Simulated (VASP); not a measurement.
# GeBiH3 (I4/mcm) in VASP: notebook

Runs on GeBiH3. Level: PBE. Tasks: relaxation of cell and atoms, single point.

Program: VASP 6.6.1. These are calculated values, not measurements. Logs are shortened: lines on timing, memory, paths and dates and some standing lists are left out, and cuts for length are marked.

### 1 The cell of the first run

The structure is tetragonal, space group I4/mcm (No. 140). The conventional cell has a = 5.771 Å, b = 5.771 Å, c = 8.161 Å, α = 90.00°, β = 90.00°, γ = 90.00°. Within 2.7 Å of Ge (site symmetry 4/m) lie 6 H at 2.04 to 2.05 Å. Within 3.7 Å of Bi (site symmetry -42m) lie 12 H at 2.78 to 3.00 Å and 8 Ge at 3.53 Å. Within 3.0 Å of H (site symmetry m2m) lie 2 Ge at 2.05 Å and 4 Bi at 2.78 to 3.00 Å and 8 H at 2.89 Å. Within 2.7 Å of H (site symmetry 422) lie 2 Ge at 2.04 Å.

### 2 Relaxation of cell and atoms, PBE

Contents of INCAR:

```
SYSTEM = GeBiH3
PREC     = Accurate       ! precision mode
ENCUT    = 600            ! plane-wave cutoff, eV
EDIFF    = 1E-6           ! SCF threshold, eV
ISMEAR   = 0              ! smearing method
SIGMA    = 0.1            ! smearing width, eV
LREAL    = .FALSE.        ! projectors in reciprocal space
LASPH    = .TRUE.         ! aspherical terms in the spheres
NELM     = 80             ! most SCF steps
ALGO     = Normal         ! electronic algorithm
ISIF     = 3              ! what is computed and relaxed
LWAVE    = .FALSE.        ! write WAVECAR
LCHARG   = .FALSE.        ! write CHGCAR
GGA      = PE             ! functional
IBRION   = 2              ! ionic algorithm
NSW      = 90             ! ionic steps
EDIFFG   = -0.04          ! ionic threshold
```

Contents of KPOINTS:

```
Automatic mesh
0
G
  4 4 4
  0 0 0
```

Contents of POSCAR:

```
GeBiH3
1.0
   -2.8853478600      2.8853478600      4.0804980700
    2.8853478600     -2.8853478600      4.0804980700
    2.8853478600      2.8853478600     -4.0804980700
Ge Bi H
2 2 6
Direct
    0.5000000000      0.5000000000      0.0000000000
    0.0000000000      0.0000000000      0.0000000000
    0.7500000000      0.2500000000      0.5000000000
    0.2500000000      0.7500000000      0.5000000000
    0.2686814400      0.7686814400      0.0373628800
    0.7686814400      0.7313185600      0.5000000000
    0.7500000000      0.7500000000      0.0000000000
    0.7313185600      0.2313185600      0.9626371200
    0.2313185600      0.2686814400      0.5000000000
    0.2500000000      0.2500000000      0.0000000000
```

Potentials or basis: VASP PAW PBE potentials, release 64 (Ge_d, Bi_d, H).

Launch:

```sh
> cat potpaw_PBE.64/Ge_d/POTCAR potpaw_PBE.64/Bi_d/POTCAR potpaw_PBE.64/H/POTCAR > POTCAR
> mpirun -np 1 vasp_std > vasp.out
```

OUTCAR:

```text
SYSTEM = GeBiH3
   PREC = Accurate
   ENCUT = 600
   EDIFF = 1E-6
   ISMEAR = 0
   LREAL = .FALSE.
   LASPH = .TRUE.
   NELM = 80
   ISIF = 3
   GGA = PE
   IBRION = 2
   NSW = 90
   EDIFFG = -0.04

 ion  position               nearest neighbor table
   1  0.500  0.500  0.000-
   2  0.000  0.000  0.000-
   3  0.750  0.250  0.500-
   4  0.250  0.750  0.500-
   5  0.269  0.769  0.037-
   6  0.769  0.731  0.500-
   7  0.750  0.750  0.000-
   8  0.731  0.231  0.963-
   9  0.231  0.269  0.500-
  10  0.250  0.250  0.000-

  LATTYP: Found a face centered cubic cell.
 ALAT       =     8.1609961458

  Lattice vectors:

 A1 = (   2.8853478600,  -2.8853478600,  -4.0804980700)
 A2 = (   2.8853478600,   2.8853478600,  -4.0804980700)
 A3 = (   5.7706957200,  -0.0000000000,   0.0000000000)

Analysis of symmetry for initial positions (statically):
=====================================================================
 Subroutine PRICEL returns:
 Original cell was already a primitive cell.

 Routine SETGRP: Setting up the symmetry group for a
 face centered cubic supercell.

 Subroutine GETGRP returns: Found 16 space group operations
 (whereof  8 operations were pure point group operations)
 out of a pool of 48 trial point group operations.

The static configuration has the point symmetry C_4h.
 The point group associated with its full space group is D_4h.

Analysis of symmetry for dynamics (positions and initial velocities):
=====================================================================
 Subroutine PRICEL returns:
 Original cell was already a primitive cell.

 Routine SETGRP: Setting up the symmetry group for a
 face centered cubic supercell.

 Subroutine GETGRP returns: Found 16 space group operations
 (whereof  8 operations were pure point group operations)
 out of a pool of 48 trial point group operations.

The dynamic configuration has the point symmetry C_4h.
 The point group associated with its full space group is D_4h.

 Subroutine INISYM returns: Found 16 space group operations
 (whereof  8 operations are pure point group operations),
 and found     1 'primitive' translations

----------------------------------------------------------------------------------------

                                     Primitive cell

  volume of cell :     135.8844

  direct lattice vectors                    reciprocal lattice vectors
    -2.885347860  2.885347860  4.080498070     0.000000000  0.173289331  0.122534061
     2.885347860 -2.885347860  4.080498070     0.173289331  0.000000000  0.122534061
     2.885347860  2.885347860 -4.080498070     0.173289331  0.173289331  0.000000000

  length of vectors
     5.770695716  5.770695716  5.770695716     0.212235219  0.212235219  0.245068122

  position of ions in fractional coordinates (direct lattice)
     0.500000000  0.500000000  0.000000000
     0.000000000  0.000000000  0.000000000
     0.750000000  0.250000000  0.500000000
     0.250000000  0.750000000  0.500000000
     0.268681440  0.768681440  0.037362880
     0.768681440  0.731318560  0.500000000
     0.750000000  0.750000000  0.000000000
     0.731318560  0.231318560  0.962637120
     0.231318560  0.268681440  0.500000000
     0.250000000  0.250000000  0.000000000

  ion indices of the primitive-cell ions
   primitive index   ion index
                 1           1
                 2           2
                 3           3
                 4           4
                 5           5
                 6           6
                 7           7
                 8           8
                 9           9
                10          10

----------------------------------------------------------------------------------------

 KPOINTS: Automatic mesh

Automatic generation of k-mesh.
 Grid dimensions read from file:
 generate k-points for:    4    4    4

 Generating k-lattice:

  Cartesian coordinates                     Fractional coordinates (reciprocal lattice)
     0.000000000  0.043322333  0.030633515     0.250000000  0.000000000  0.000000000
     0.043322333  0.000000000  0.030633515     0.000000000  0.250000000  0.000000000
     0.043322333  0.043322333  0.000000000     0.000000000  0.000000000  0.250000000

  Length of vectors
     0.053058805  0.053058805  0.061267030

  Shift w.r.t. Gamma in fractional coordinates (k-lattice)
     0.000000000  0.000000000  0.000000000

 Subroutine IBZKPT returns following result:
 ===========================================

 Found     13 irreducible k-points:

 Following reciprocal coordinates:
            Coordinates               Weight
  0.000000  0.000000  0.000000      1.000000
  0.250000  0.000000  0.000000      8.000000
  0.500000  0.000000  0.000000      4.000000
  0.250000  0.250000  0.000000      8.000000
  0.250000 -0.250000  0.250000      4.000000
  0.500000  0.250000 -0.000000     16.000000
  0.500000 -0.250000  0.250000      8.000000
 -0.250000  0.250000  0.000000      4.000000
 -0.250000 -0.250000  0.250000      2.000000
  0.500000  0.500000  0.000000      2.000000
  0.500000  0.500000  0.500000      1.000000
  0.250000  0.250000  0.250000      2.000000
  0.500000  0.500000  0.250000      4.000000
   k-points           NKPTS =     13   k-points in BZ     NKDIM =     13   number of bands    NBANDS=     38
   number of dos      NEDOS =    301   number of ions     NIONS =     10
   total plane-waves  NPLWV = 110592
   dimension x,y,z NGX =    48 NGY =   48 NGZ =   48
   dimension x,y,z NGXF=    96 NGYF=   96 NGZF=   96
   ions per type =               2   2   6
   NGX,Y,Z   is equivalent  to a cutoff of  13.83, 13.83, 13.83 a.u.
   NGXF,Y,Z  is equivalent  to a cutoff of  27.66, 27.66, 27.66 a.u.
 SYSTEM =  GeBiH3
   PREC   = accura    normal or accurate (medium, high low for compatibility)
   ISTART =      0    job   : 0-new  1-cont  2-samecut
   ICHARG =      2    charge: 1-file 2-atom 10-const
   ISPIN  =      1    spin polarized calculation?
   LNONCOLLINEAR =      F non collinear calculations
   LSORBIT =      F    spin-orbit coupling
   LASPH  =      T    aspherical Exc in radial PAW
   ENCUT  =  600.0 eV  44.10 Ry    6.64 a.u.  11.53 11.53 11.53*2*pi/ulx,y,z
   NELM   =     80;   NELMIN=  2; NELMDL= -5     # of ELM steps
   EDIFF  = 0.1E-05   stopping-criterion for ELM
   LREAL  =      F    real-space projection
   EDIFFG = -.4E-01   stopping-criterion for IOM
   NSW    =     90    number of steps for IOM
   IBRION =      2    ionic relax: 0-MD 1-quasi-New 2-CG
   NFREE  =      1    steps in history (QN), initial steepest desc. (CG)
   ISIF   =      3    stress and relaxation
   ISYM   =      2    0-nonsym 1-usesym 2-fastsym
   POTIM  = 0.5000    time-step for ionic-motion
   TEBEG  =    0.0;   TEEND  =   0.0 temperature during run
   PSTRESS=    0.0 pullay stress
   NELECT =      64.0000    total number of electrons
   NUPDOWN=      -1.0000    fix difference up-down
   EMIN   =  10.00;   EMAX   =-10.00  energy-range for DOS
   EFERMI =   0.00;   METHOD = LEGACY
   ISMEAR =     0;   SIGMA  =   0.10  broadening in eV -4-tet -1-fermi 0-gaus
   EFERMI_NEDOS =   21; number of points for ismear=-14 and -15
   IALGO  =     38    algorithm
   IMIX   =      4    mixing-type and parameters
     AMIX     =   0.40;   BMIX     =  1.00
     AMIX_MAG =   1.60;   BMIX_MAG =  1.00
  volume/ion in A,a.u.               =      13.59        91.70
  Fermi-wavevector in a.u.,A,eV,Ry     =   1.273733  2.407006 22.074025  1.622395
  Thomas-Fermi vector in A             =   2.406540
   LORBIT       =      0    0 simple, 1 ext, 2 COOP (PROOUT), +10 PAW based schemes
   GGA     = PE    functional components
   LHFCALC =     F    Hartree Fock is set to
   AEXX    =    0.0000 exact exchange contribution
   IVDW    =     0    specifies the selected vdW correction
   LEPSILON=     F    determine dielectric tensor
   LRPA    =     F    only Hartree local field effects (RPA)
 conjugate gradient relaxation of ions
 non-spin polarized calculation
 Gauss-broadening in eV      SIGMA  =   0.10
  energy-cutoff  :      600.00
  volume of cell :      135.88
 maximum number of plane-waves:      4573
 NGX is ok and might be reduce to    48
   NGX = 23   NGY = 23   NGZ = 23

--------------------------------------- Ionic step        1  -------------------------------------------

 number of electron      64.0000026 magnetization

 Free energy of the ion-electron system (eV)
  ---------------------------------------------------
  ext. energy  EPLUGINS =         0.00000000
  ---------------------------------------------------
  free energy    TOTEN  =       -30.28767076 eV

  energy without entropy =      -30.25294944  energy(sigma->0) =      -30.27031010

------------------------ aborting loop because EDIFF is reached ----------------------------------------

  FORCE on cell =-STRESS in cart. coord.  units (eV):
  Direction    XX          YY          ZZ          XY          YZ          ZX
  --------------------------------------------------------------------------------------
  -------------------------------------------------------------------------------------
  Total       -4.6056459     -4.6056459     -4.7044462      0.0000000      0.0000000      0.0000000
  in kB      -54.3039719    -54.3039719    -55.4689011      0.0000000      0.0000000      0.0000000
  external PRESSURE =     -54.6922816 kB  Pullay stress =       0.0000000 kB
[... 113 lines left out ...]
  FREE ENERGIE OF THE ION-ELECTRON SYSTEM (eV)
  ---------------------------------------------------
  free  energy   TOTEN  =       -30.5646547654 eV

  energy  without entropy=      -30.5331762222  energy(sigma->0) =      -30.54891549

[... ionic steps 4 to 12 ...]

--------------------------------------- Ionic step       13  -------------------------------------------

 number of electron      63.9999987 magnetization

------------------------ aborting loop because EDIFF is reached ----------------------------------------

  FORCE on cell =-STRESS in cart. coord.  units (eV):
  Direction    XX          YY          ZZ          XY          YZ          ZX
  --------------------------------------------------------------------------------------
  -------------------------------------------------------------------------------------
  Total        0.1753214      0.1753214     -0.6260949     -0.0000000     -0.0000000     -0.0000000
  in kB        2.2721898      2.2721898     -8.1142789     -0.0000000     -0.0000000     -0.0000000
  external PRESSURE =      -1.1899664 kB  Pullay stress =       0.0000000 kB
[... 73 lines left out ...]
  energy  without entropy=      -30.8954842396  energy(sigma->0) =      -30.90635711

--------------------------------------- Ionic step       15  -------------------------------------------

 number of electron      63.9999985 magnetization

 Free energy of the ion-electron system (eV)
  ---------------------------------------------------
  ext. energy  EPLUGINS =         0.00000000
  ---------------------------------------------------
  free energy    TOTEN  =       -30.92047624 eV

  energy without entropy =      -30.89660113  energy(sigma->0) =      -30.90853869

 E-fermi :   6.4586     XC(G=0): -10.4577

 val. band max:        6.3627244226   @ k =   0.2500   0.0000   0.0000
 cond. band min:       6.4640380045   @ k =   0.5000  -0.2500   0.2500
 fundamental gap:      0.1013135819
 Fermi energy:         6.4585767958

 k-point     1 :       0.0000    0.0000    0.0000
  band No.  band energies     occupation
      1     -18.6030      2.00000
      2     -18.5912      2.00000
      3     -18.5907      2.00000
      4     -18.5841      2.00000
      5     -18.5725      2.00000
      6     -18.5617      2.00000
[... 559 lines left out ...]
  FREE ENERGIE OF THE ION-ELECTRON SYSTEM (eV)
  ---------------------------------------------------
  free  energy   TOTEN  =       -30.9204762394 eV

  energy  without entropy=      -30.8966011312  energy(sigma->0) =      -30.90853869

 reached required accuracy - stopping structural energy minimisation
```

Run time: 6.9 min. Hardware: 1 thread of AMD EPYC 9R45 (Zen 5), shared host; peak memory 0.36 GiB.

Results:

```
Free energy                           : -30.9205 eV
Relaxed volume                        : 12.39 Å³/atom
Relaxed cell                          : a = 5.595 Å, b = 5.595 Å, c = 5.595 Å, α = 119.97°, β = 119.97°, γ = 90.05°
Space group after relaxing (to 0.1 Å) : I4/mcm (No. 140)
Energy gained by relaxing             : 63.3 meV/atom
Ionic steps                           : 15
Pressure after relaxing               : 0.1 GPa
Largest force after relaxing          : 0.029 eV/Å
Band gap on the k mesh                : zero (bands 32 and 33 overlap by 2.66 eV)
```

Forces in eV/Å, atoms in the order of the input:
```
Ge   0.000  0.000  0.000
Ge   0.000  0.000  0.000
Bi   0.000  0.000  0.000
Bi   0.000  0.000  0.000
H   -0.020 -0.020  0.000
H    0.020 -0.020  0.000
H    0.000  0.000  0.000
H    0.020  0.020  0.000
H   -0.020  0.020  0.000
H    0.000  0.000  0.000
```

Stress tensor (GPa, compression positive):
```
 0.21  0.00  0.00
 0.00  0.21  0.00
 0.00  0.00 -0.20
```

Step by step:
| step | energy change (eV) | largest force (eV/Å) | pressure (GPa) | volume (Å³) |
| --- | --- | --- | --- | --- |
| 1 | 0.0000 | 0.1790 | -5.47 | 135.88 |
| 2 | -0.2337 | 0.1897 | -2.44 | 126.96 |
| 3 | -0.2770 | 0.1929 | -0.14 | 122.13 |
| 4 | -0.2774 | 0.1931 | 0.22 | 121.59 |
| 5 | -0.2860 | 0.2017 | 0.15 | 121.57 |
| 6 | -0.3139 | 0.2267 | 0.17 | 121.50 |
| 7 | -0.3779 | 0.2581 | 0.23 | 121.37 |
| 8 | -0.4996 | 0.1990 | 0.38 | 121.10 |
| 9 | -0.6102 | 0.0312 | 1.40 | 120.54 |
| 10 | -0.6256 | 0.0078 | -0.31 | 124.02 |
| 11 | -0.6260 | 0.0016 | 0.05 | 123.55 |
| 12 | -0.6260 | 0.0037 | -0.22 | 123.71 |
| 13 | -0.6260 | 0.0027 | -0.12 | 123.62 |
| 14 | -0.6296 | 0.0134 | -0.08 | 123.73 |
| 15 | -0.6328 | 0.0288 | 0.07 | 123.89 |

Final structure:
```
Ge Bi H
1.0
    -2.79858    2.79858    3.95445
     2.79858   -2.79858    3.95445
     2.79858    2.79858   -3.95445
Ge Bi H
2 2 6
Direct
  0.50000 0.50000 0.00000
  0.00000 0.00000 0.00000
  0.75000 0.25000 0.50000
  0.25000 0.75000 0.50000
  0.33959 0.83959 0.17918
  0.83959 0.66041 0.50000
  0.75000 0.75000 0.00000
  0.66041 0.16041 0.82082
  0.16041 0.33959 0.50000
  0.25000 0.25000 0.00000
```

Caveat: spin-orbit coupling is left out, which moves the levels of the heavy elements.

### 3 Single point, PBE

This run uses another cell than the first one, of 12.74 Å³/atom.

Contents of INCAR:

```
SYSTEM = GeBiH3
PREC     = Accurate       ! precision mode
ENCUT    = 520            ! plane-wave cutoff, eV
EDIFF    = 1E-6           ! SCF threshold, eV
ISMEAR   = 0              ! smearing method
SIGMA    = 0.1            ! smearing width, eV
LREAL    = .FALSE.        ! projectors in reciprocal space
LASPH    = .TRUE.         ! aspherical terms in the spheres
NELM     = 60             ! most SCF steps
ALGO     = Normal         ! electronic algorithm
ISIF     = 2              ! what is computed and relaxed
LWAVE    = .FALSE.        ! write WAVECAR
LCHARG   = .TRUE.         ! write CHGCAR
GGA      = PE             ! functional
LELF     = .TRUE.         ! ELF
LVHAR    = .TRUE.       
NBANDS   = 43             ! bands
```

Contents of KPOINTS:

```
regular mesh
0
G
  10 10 10
  0 0 0
```

Contents of POSCAR:

```
GeBiH3
1.0
   -2.8918105788      2.8918105788      3.8071930342
    2.8918105788     -2.8918105788      3.8071930342
    2.8918105788      2.8918105788     -3.8071930342
Ge Bi H
2 2 6
Direct
    0.5000000000      0.5000000000      0.0000000000
    0.0000000000      0.0000000000      0.0000000000
    0.7500000000      0.2500000000      0.5000000000
    0.2500000000      0.7500000000      0.5000000000
    0.3386734123      0.8386734123      0.1773468245
    0.8386734123      0.6613265877      0.5000000000
    0.7500000000      0.7500000000      0.0000000000
    0.6613265877      0.1613265877      0.8226531755
    0.1613265877      0.3386734123      0.5000000000
    0.2500000000      0.2500000000      0.0000000000
```

Potentials or basis: VASP PAW PBE potentials, release 64 (Ge_d, Bi_d, H).

Launch:

```sh
> cat potpaw_PBE.64/Ge_d/POTCAR potpaw_PBE.64/Bi_d/POTCAR potpaw_PBE.64/H/POTCAR > POTCAR
> mpirun -np 1 vasp_std > vasp.out
```

Wall time 4.4 min (1 thread of AMD EPYC 9R45 (Zen 5), shared host); peak memory 0.55 GiB.

Results (log left out):

| Quantity | Value |
| --- | --- |
| Free energy | -30.9457 eV |
| Pressure | -0.1 GPa |
| Band gap on the k mesh | zero (bands 32 and 33 overlap by 2.82 eV) |

Levels at points of the mesh, in eV from the Fermi level:
```csv
k point,band 30,band 31,band 32,band 33,band 34,band 35
"(0.00, 0.00, 0.00)",-2.47,-2.47,-2.13,-2.13,-1.27,0.50
"(0.50, 0.00, 0.00)",-2.85,-1.07,-1.07,1.03,1.03,1.94
"(0.50, 0.50, 0.00)",-0.53,0.12,0.50,0.80,0.85,0.91
"(0.50, 0.50, 0.50)",-0.53,-0.53,0.33,0.33,0.40,1.34
```

Caveat: spin-orbit coupling is left out, which moves the levels of the heavy elements.

The gap in the log of VASP goes by the Fermi energy; the results here count the filled bands.